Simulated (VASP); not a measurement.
# Cr in VASP: notebook

The runs below take Cr through single point, with LDA.

Program: VASP 6.6.1. These are calculated values, not measurements. Logs are shortened: lines on timing, memory, paths and dates and some standing lists are left out, and cuts for length are marked.

### Step 1. The cell of the first run

Symmetry: I4/mmm, No. 139, tetragonal system. Conventional cell: a = 2.826 Å, b = 2.826 Å, c = 2.884 Å, α = 90.00°, β = 90.00°, γ = 90.00°. Cr (site symmetry 4/mmm) has 14 Cr at 2.46 to 2.88 Å within 3.3 Å.

### Step 2. Single point, LDA, collinear spin, ferromagnetic start (equal xx and yy strain of -2 %)

The input, INCAR:

```
SYSTEM = Cr
ALGO = Normal
EDIFF = 1E-7
ENCUT = 520
GGA = CA
ISIF = 2
ISMEAR = -1
ISPIN = 2
LASPH = .True.
LCHARG = .True.
LELF = .True.
LMAXMIX = 4
LORBIT = 11
LREAL = .False.
LVHAR = .True.
LWAVE = .False.
MAGMOM = 3
NBANDS = 16
NELM = 150
PREC = Accurate
SIGMA = 0.08
```

The input, KPOINTS:

```
k-points
0
Gamma
  18 18 18
  0 0 0
```

The input, POSCAR:

```
Cr
1.0
   -1.4131110000      1.4131110000      1.4419500000
    1.4131110000     -1.4131110000      1.4419500000
    1.4131110000      1.4131110000     -1.4419500000
Cr
1
Direct
    0.0000000000      0.0000000000      0.0000000000
```

Potentials or basis: VASP PAW LDA potentials, release 64 (Cr_pv).

Command:

```console
$ cat potpaw_LDA.64/Cr_pv/POTCAR > POTCAR
$ mpirun -np 1 vasp_std > vasp.out
```

OUTCAR:

```text
SYSTEM = Cr
   EDIFF = 1E-7
   ENCUT = 520
   GGA = CA
   ISIF = 2
   ISMEAR = -1
   ISPIN = 2
   LASPH = .True.
   LORBIT = 11
   LREAL = .False.
   NELM = 150
   PREC = Accurate

 ion  position               nearest neighbor table
   1  0.000  0.000  0.000-

  LATTYP: Found a body centered tetragonal cell.
 ALAT       =     2.8262220000
 C/A-ratio  =     1.0204081633

  Lattice vectors:

 A1 = (  -1.4131110000,   1.4131110000,   1.4419500000)
 A2 = (   1.4131110000,  -1.4131110000,   1.4419500000)
 A3 = (   1.4131110000,   1.4131110000,  -1.4419500000)

Analysis of symmetry for initial positions (statically):
=====================================================================
 Subroutine PRICEL returns:
 Original cell was already a primitive cell.

 Routine SETGRP: Setting up the symmetry group for a
 body centered tetragonal supercell.

 Subroutine GETGRP returns: Found 16 space group operations
 (whereof 16 operations were pure point group operations)
 out of a pool of 16 trial point group operations.

The static configuration has the point symmetry D_4h.

Analysis of symmetry for dynamics (positions and initial velocities):
=====================================================================
 Subroutine PRICEL returns:
 Original cell was already a primitive cell.

 Routine SETGRP: Setting up the symmetry group for a
 body centered tetragonal supercell.

 Subroutine GETGRP returns: Found 16 space group operations
 (whereof 16 operations were pure point group operations)
 out of a pool of 16 trial point group operations.

The dynamic configuration has the point symmetry D_4h.

Analysis of structural, dynamic, and magnetic symmetry:
=====================================================================
 Subroutine PRICEL returns:
 Original cell was already a primitive cell.

 Routine SETGRP: Setting up the symmetry group for a
 body centered tetragonal supercell.

 Subroutine GETGRP returns: Found 16 space group operations
 (whereof 16 operations were pure point group operations)
 out of a pool of 16 trial point group operations.

The overall configuration has the point symmetry D_4h.

 Subroutine INISYM returns: Found 16 space group operations
 (whereof 16 operations are pure point group operations),
 and found     1 'primitive' translations

[... 106 lines left out ...]
   EFERMI =   0.00;   METHOD = LEGACY
   ISMEAR =    -1;   SIGMA  =   0.08  broadening in eV -4-tet -1-fermi 0-gaus
   EFERMI_NEDOS =   21; number of points for ismear=-14 and -15
   IALGO  =     38    algorithm
   IMIX   =      4    mixing-type and parameters
     AMIX     =   0.40;   BMIX     =  1.00
     AMIX_MAG =   1.60;   BMIX_MAG =  1.00
  volume/ion in A,a.u.               =      11.52        77.72
  Fermi-wavevector in a.u.,A,eV,Ry     =   1.659642  3.136268 37.476030  2.754410
  Thomas-Fermi vector in A             =   2.747015
   LORBIT       =     11    0 simple, 1 ext, 2 COOP (PROOUT), +10 PAW based schemes
   GGA     = CA    functional components
   LHFCALC =     F    Hartree Fock is set to
   AEXX    =    0.0000 exact exchange contribution
   IVDW    =     0    specifies the selected vdW correction
   LEPSILON=     F    determine dielectric tensor
   LRPA    =     F    only Hartree local field effects (RPA)
 spin polarized calculation
  energy-cutoff  :      520.00
  volume of cell :       11.52
 maximum number of plane-waves:       329
   NGX =  9   NGY =  9   NGZ =  9

 number of electron      11.9999995 magnetization       0.0005509

 number of electron      11.9999995 magnetization      -0.0000088

 Free energy of the ion-electron system (eV)
  ---------------------------------------------------
  ext. energy  EPLUGINS =         0.00000000
  ---------------------------------------------------
  free energy    TOTEN  =       -10.59641367 eV

  energy without entropy =      -10.57916742  energy(sigma->0) =      -10.58779055

 E-fermi :  10.8435     XC(G=0): -14.0187

 val. band max:       10.8406646129   @ k =  -0.2222  -0.2222   0.1111
 cond. band min:      10.8441328523   @ k =  -0.2778   0.3333   0.2778
 fundamental gap:      0.0034682394
 Fermi energy:        10.8434618218

 spin component 1

 k-point     1 :       0.0000    0.0000    0.0000
  band No.  band energies     occupation
      1     -31.5032      1.00000
      2     -31.4944      1.00000
      3     -31.4944      1.00000
      4       3.0339      1.00000
      5       9.8576      1.00000
      6       9.8576      1.00000
[... 435 lines left out ...]
      5       9.3957      1.00000
      6       9.5813      1.00000
[... 8 lines left out ...]
     15      39.3842      0.00000
     16      41.0555      0.00000

 [... further k-points ...]

 spin component 2

 k-point     1 :       0.0000    0.0000    0.0000
  band No.  band energies     occupation
      1     -31.5032      1.00000
      2     -31.4944      1.00000
      3     -31.4944      1.00000
      4       3.0339      1.00000
      5       9.8576      1.00000
      6       9.8576      1.00000
[... 435 lines left out ...]
      5       9.3957      1.00000
      6       9.5812      1.00000
[... 8 lines left out ...]
     15      39.3842      0.00000
     16      41.0555      0.00000

 [... further k-points ...]

------------------------ aborting loop because EDIFF is reached ----------------------------------------

  FORCE on cell =-STRESS in cart. coord.  units (eV):
  Direction    XX          YY          ZZ          XY          YZ          ZX
  --------------------------------------------------------------------------------------
  -------------------------------------------------------------------------------------
  Total       -0.9828673     -0.9828673     -1.4620709      0.0000000      0.0000000     -0.0000000
  in kB     -136.7233546   -136.7233546   -203.3837607      0.0000000      0.0000000     -0.0000000
  external PRESSURE =    -158.9434899 kB  Pullay stress =       0.0000000 kB

 VOLUME and BASIS-vectors are now :
 -----------------------------------------------------------------------------
  energy-cutoff  :      520.00
  volume of cell :       11.52
      direct lattice vectors                 reciprocal lattice vectors
    -1.413111000  1.413111000  1.441950000     0.000000000  0.353829246  0.346752661
     1.413111000 -1.413111000  1.441950000     0.353829246  0.000000000  0.346752661
     1.413111000  1.413111000 -1.441950000     0.353829246  0.353829246  0.000000000

 POSITION                                       TOTAL-FORCE (eV/Angst)
 -----------------------------------------------------------------------------------
      0.00000      0.00000      0.00000         0.000000      0.000000      0.000000
 -----------------------------------------------------------------------------------
    total drift:                                0.000000      0.000000      0.000000

  FREE ENERGIE OF THE ION-ELECTRON SYSTEM (eV)
  ---------------------------------------------------
  free  energy   TOTEN  =       -10.5964136718 eV

  energy  without entropy=      -10.5791674243  energy(sigma->0) =      -10.58779055

 total charge

# of ion       s       p       d       tot
------------------------------------------
    1        0.428   6.401   4.239  11.068

 magnetization (x)

# of ion       s       p       d       tot
------------------------------------------
    1       -0.000  -0.000   0.000   0.000
```

OSZICAR:

```text
N       E                     dE             d eps       ncg     rms          rms(c)
DAV:   1     0.795083347686E+02    0.79508E+02   -0.61549E+03 31528   0.861E+02
DAV:   2    -0.945106247139E+01   -0.88959E+02   -0.84397E+02 33408   0.246E+02
DAV:   3    -0.109475648181E+02   -0.14965E+01   -0.14936E+01 34648   0.353E+01
DAV:   4    -0.109526535457E+02   -0.50887E-02   -0.50886E-02 35688   0.204E+00
DAV:   5    -0.109526904403E+02   -0.36895E-04   -0.36895E-04 34920   0.156E-01    0.178E+01
DAV:   6    -0.105883906931E+02    0.36430E+00   -0.21133E+00 31392   0.263E+01    0.338E+00
DAV:   7    -0.106039733972E+02   -0.15583E-01   -0.80488E-02 32144   0.257E+00    0.175E+00
DAV:   8    -0.106017658418E+02    0.22076E-02   -0.54116E-03 34992   0.668E-01    0.757E-01
DAV:   9    -0.105962316894E+02    0.55342E-02   -0.18132E-03 33896   0.500E-01    0.175E-01
DAV:  10    -0.105963955141E+02   -0.16382E-03   -0.31404E-04 33600   0.136E-01    0.390E-02
DAV:  11    -0.105964095477E+02   -0.14034E-04   -0.72143E-06 34888   0.286E-02    0.130E-02
DAV:  12    -0.105964125098E+02   -0.29621E-05   -0.62986E-07 34696   0.664E-03    0.621E-03
DAV:  13    -0.105964136505E+02   -0.11407E-05   -0.14066E-07 30288   0.313E-03    0.156E-03
DAV:  14    -0.105964136718E+02   -0.21310E-07   -0.14871E-08 16280   0.160E-03
   1 F= -.10596414E+02 E0= -.10587791E+02  d E =-.172462E-01  mag=     0.0000
```

Run time: 65 s. Hardware: 1 thread of Intel Xeon 6975P-C (Granite Rapids), shared host; peak memory 0.22 GiB.

What came out:

```yaml
Free_energy: -10.5964 eV
Pressure: -15.9 GPa
Band_gap_on_the_k_mesh: zero (filled and empty bands overlap)
Net_moment: 0.00 μB per cell
Valence_electrons_inside_the_program's_atomic_spheres: Cr 11.07
```

Stress tensor (GPa, compression positive):
```
-13.67   0.00   0.00
  0.00 -13.67   0.00
  0.00   0.00 -20.34
```

Levels at points of the mesh, in eV from the Fermi level:
Spin up:
| k point | band 4 | band 5 | band 6 | band 7 | band 8 | band 9 |
| --- | --- | --- | --- | --- | --- | --- |
| (0.00, 0.00, 0.00) | -7.81 | -0.99 | -0.99 | -0.82 | 0.99 | 1.16 |
| (0.50, 0.00, 0.00) | -4.46 | -2.42 | 1.01 | 1.14 | 1.41 | 2.85 |
| (0.50, 0.50, 0.00) | -4.48 | -2.62 | 1.21 | 1.32 | 1.48 | 2.88 |
| (0.50, 0.50, 0.50) | -4.41 | -4.35 | 2.44 | 2.48 | 2.48 | 5.33 |
Spin down:
```csv
k point,band 3,band 4,band 5,band 6,band 7,band 8,band 9,band 10
"(0.00, 0.00, 0.00)",-42.34,-7.81,-0.99,-0.99,-0.82,0.99,1.16,5.33
"(0.50, 0.00, 0.00)",-42.34,-4.46,-2.42,1.01,1.14,1.41,2.85,5.33
"(0.50, 0.50, 0.00)",-42.35,-4.48,-2.62,1.21,1.32,1.48,2.88,5.33
"(0.50, 0.50, 0.50)",-42.98,-4.41,-4.35,2.44,2.48,2.48,5.33,10.14
```

Caveat: the cell differs from its parent crystal (equal xx and yy strain of -2 %); the cell stands under tension; an empty level that is flat over the whole mesh can mark a ghost state of the potentials, or a narrow d or f band.

### Step 3. Single point, LDA, collinear spin, ferromagnetic start (zz strain of -1 %)

The input, INCAR:

```
SYSTEM = Cr
PREC = Accurate
ENCUT = 520
EDIFF = 1E-7
ISMEAR = -1
SIGMA = 0.08
LREAL = .FALSE.
LASPH = .TRUE.
NELM = 150
ALGO = Normal
ISIF = 2
LWAVE = .FALSE.
LCHARG = .FALSE.
ISPIN = 2
MAGMOM = 3
LORBIT = 11
LMAXMIX = 4
GGA = CA
NBANDS = 16
```

The input, KPOINTS:

```
regular mesh
0
G
  18 18 18
  0 0 0
```

The input, POSCAR:

```
Cr
1.0
   -1.4419500000      1.4419500000      1.4275305000
    1.4419500000     -1.4419500000      1.4275305000
    1.4419500000      1.4419500000     -1.4275305000
Cr
1
Direct
    0.0000000000      0.0000000000      0.0000000000
```

Potentials or basis: VASP PAW LDA potentials, release 64 (Cr_pv).

Command:

```console
$ cat potpaw_LDA.64/Cr_pv/POTCAR > POTCAR
$ mpirun -np 1 vasp_std > vasp.out
```

It took 72 s on 1 thread of Intel Xeon 6975P-C (Granite Rapids), shared host; peak memory 0.23 GiB.

Results (log left out):

```yaml
Free_energy: -10.5563 eV
Pressure: -22.5 GPa
Band_gap_on_the_k_mesh: zero (filled and empty bands overlap)
Net_moment: 0.00 μB per cell
Valence_electrons_inside_the_program's_atomic_spheres: Cr 11.00
```

Stress tensor (GPa, compression positive):
```
-23.51   0.00   0.00
  0.00 -23.51   0.00
  0.00   0.00 -20.40
```

Levels at points of the mesh, in eV from the Fermi level:
Spin up:
```tsv
k point	band 3	band 4	band 5	band 6	band 7	band 8	band 9	band 10
(0.00, 0.00, 0.00)	-42.37	-7.70	-0.94	-0.86	-0.86	0.99	1.08	5.32
(0.50, 0.00, 0.00)	-42.38	-4.31	-2.41	1.07	1.16	1.38	2.75	5.31
(0.50, 0.50, 0.00)	-42.38	-4.30	-2.32	0.99	1.07	1.33	2.74	5.31
(0.50, 0.50, 0.50)	-42.96	-4.21	-4.18	2.36	2.36	2.38	5.32	10.24
```
Spin down:
| k point | band 4 | band 5 | band 6 | band 7 | band 8 | band 9 |
| --- | --- | --- | --- | --- | --- | --- |
| (0.00, 0.00, 0.00) | -7.70 | -0.94 | -0.86 | -0.86 | 0.99 | 1.08 |
| (0.50, 0.00, 0.00) | -4.31 | -2.41 | 1.07 | 1.16 | 1.38 | 2.75 |
| (0.50, 0.50, 0.00) | -4.30 | -2.32 | 0.99 | 1.07 | 1.33 | 2.74 |
| (0.50, 0.50, 0.50) | -4.21 | -4.18 | 2.36 | 2.36 | 2.38 | 5.32 |

Caveat: the cell differs from its parent crystal (zz strain of -1 %); the cell stands under tension.

### Step 4. Single point, LDA, collinear spin, ferromagnetic start (11.27 Å³/atom)

This run uses another cell than the first one, of 11.27 Å³/atom.

The input, INCAR:

```
PREC = Accurate ; ENCUT = 520
EDIFF = 1E-7 ; ISMEAR = -1
SIGMA = 0.08 ; LREAL = False
LASPH = True ; NELM = 150
ALGO = Normal ; ISIF = 2
LWAVE = False ; LCHARG = True
ISPIN = 2 ; MAGMOM = 3
LORBIT = 11 ; LMAXMIX = 4
GGA = CA ; LELF = True
LVHAR = True ; NBANDS = 16
```

The input, KPOINTS:

```
Automatic mesh
0
Gamma
  18 18 18
```

The input, POSCAR:

```
Cr
1.0
   -1.4125141895      1.4125141895      1.4125141895
    1.4125141895     -1.4125141895      1.4125141895
    1.4125141895      1.4125141895     -1.4125141895
Cr
1
Direct
    0.0000000000      0.0000000000      0.0000000000
```

Command:

```console
$ cat potpaw_LDA.64/Cr_pv/POTCAR > POTCAR
$ mpirun -np 1 vasp_std > vasp.out
```

Run time: 55 s. Hardware: 1 thread of Intel Xeon 8259CL, shared host; peak memory 0.13 GiB.

It converged, with:

```yaml
Free_energy: -10.6200 eV
Pressure: -10.8 GPa
Band_gap_on_the_k_mesh: zero (filled and empty bands overlap)
Net_moment: 0.00 μB per cell
Valence_electrons_inside_the_program's_atomic_spheres: Cr 11.12
```

Levels at points of the mesh, in eV from the Fermi level:
Spin up:
```tsv
k point	band 4	band 5	band 6	band 7	band 8	band 9
(0.00, 0.00, 0.00)	-7.89	-0.97	-0.97	-0.97	1.10	1.10
(0.50, 0.00, 0.00)	-4.58	-2.57	1.13	1.25	1.45	2.95
(0.50, 0.50, 0.50)	-4.52	-4.52	2.54	2.54	2.54	5.34
```
Spin down:
```csv
k point,band 4,band 5,band 6,band 7,band 8,band 9
"(0.00, 0.00, 0.00)",-7.89,-0.97,-0.97,-0.97,1.10,1.10
"(0.50, 0.00, 0.00)",-4.58,-2.57,1.13,1.25,1.45,2.95
"(0.50, 0.50, 0.50)",-4.52,-4.52,2.54,2.54,2.54,5.34
```

Caveat: the cell stands under tension; an empty level that is flat over the whole mesh can mark a ghost state of the potentials, or a narrow d or f band.
